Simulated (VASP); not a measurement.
ZnS:

```
CELL_PARAMETERS angstrom
0.00000 2.71989 2.71989
2.71989 0.00000 2.71989
2.71989 2.71989 0.00000
ATOMIC_POSITIONS crystal
Zn 0.75000 0.75000 0.75000
S 0.00000 0.00000 0.00000
```

Base run:

```yaml
Program: VASP 6.6.1
Functional: revPBE
Potentials_or_basis: VASP PAW PBE potentials, release 64 (Zn, S)
Cutoff: 520 eV
k_mesh: 9 × 9 × 9
Occupations: fermi-dirac, width 0.05 eV
Spin: no spin polarisation
```

Its results: band gap on the k mesh 2.15 eV, direct; pressure 2.1 GPa.

The run is repeated on the same cell with these changes: functional from revPBE to BLYP. What comes out?

Band gap on the k mesh 2.03 eV, direct; pressure 3.9 GPa.

Caveats: the PAW data sets were made with another functional, which shifts forces and pressure a little.

